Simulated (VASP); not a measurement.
Runs of VASP 6.6.1 on Ga. The structure is that of space group Fd-3m (No. 227), or close to it. The cells are those of the table. This isn't the form of Ga at room conditions, which is orthorhombic.

```tsv
task	cell	gap on the mesh (eV)	pressure (GPa)
relaxation of cell and atoms	relaxed to 60 GPa from a = 3.811 Å, angles 60.0°, 2 atoms	none	60.1
single point	a = 3.621 Å, angles 60.0°, 2 atoms	none	40.2
relaxation of cell and atoms	relaxed from a = 3.811 Å, angles 60.0°, 2 atoms	none	0.0
relaxation of cell and atoms	relaxed to 40 GPa from a = 3.811 Å, angles 60.0°, 2 atoms	none	40.1
relaxation of cell and atoms	relaxed to 20 GPa from a = 3.811 Å, angles 60.0°, 2 atoms	none	20.0
single point	a = 3.787 Å, angles 60.0°, 2 atoms	none	20.2
single point	a = 3.513 Å, angles 60.0°, 2 atoms	none	60.4
single point	a = 4.152 Å, angles 60.0°, 2 atoms	none	(a)
```

Alike in all rows: level PBE; potentials or basis VASP PAW PBE potentials, release 64 (Ga_d); no spin polarisation; k mesh 8 × 8 × 8; cutoff (eV) 500; smearing methfessel-paxton 0.05 eV.

Q: Estimate the missing entries.

A: (a) 0.2.

Caveats: the cell is relaxed towards a set pressure, so the run minimises the enthalpy, not the energy (at least some runs); the cell stands under pressure (at least some runs).

A k mesh can miss the band edges, and the runs leave out spin-orbit coupling on Ga.

A gap of «none» marks levels without a gap at the run's occupations.
